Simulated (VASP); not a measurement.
Runs of VASP 6.6.1 on Re. The structure is that of space group I4_1/amd (No. 141), or close to it. The cells are those of the table. 

```tsv
level	cell	gap on the mesh (eV)	pressure (GPa)
PBE	a = 3.587 Å, angles 96.8, 96.8, 139.6°, 2 atoms	none	65.4
PBE	a = 3.792 Å, angles 96.8, 96.8, 139.8°, 2 atoms	none	(a)
PBE	a = 3.726 Å, angles 96.8, 96.8, 139.7°, 2 atoms	none	15.4
r2SCAN	a = 3.275 Å, angles 96.9, 96.9, 139.3°, 2 atoms	none	294.1
```

Alike in all rows: task single point; potentials or basis VASP PAW PBE potentials, release 64 (Re); no spin polarisation; k mesh 18 × 18 × 18; cutoff (eV) 520; smearing fermi-dirac 0.1 eV.

**Question.** Estimate the missing entries.

**Answer.** (a) -1.0.

Caveats: spin-orbit coupling is left out, which moves the levels of the heavy elements; the cell stands under pressure (at least some runs); the PAW data sets were made with another functional, which shifts forces and pressure a little (at least some runs).

A k mesh can miss the band edges, and the runs leave out spin-orbit coupling on Re.

A gap of «none» marks levels without a gap at the run's occupations.
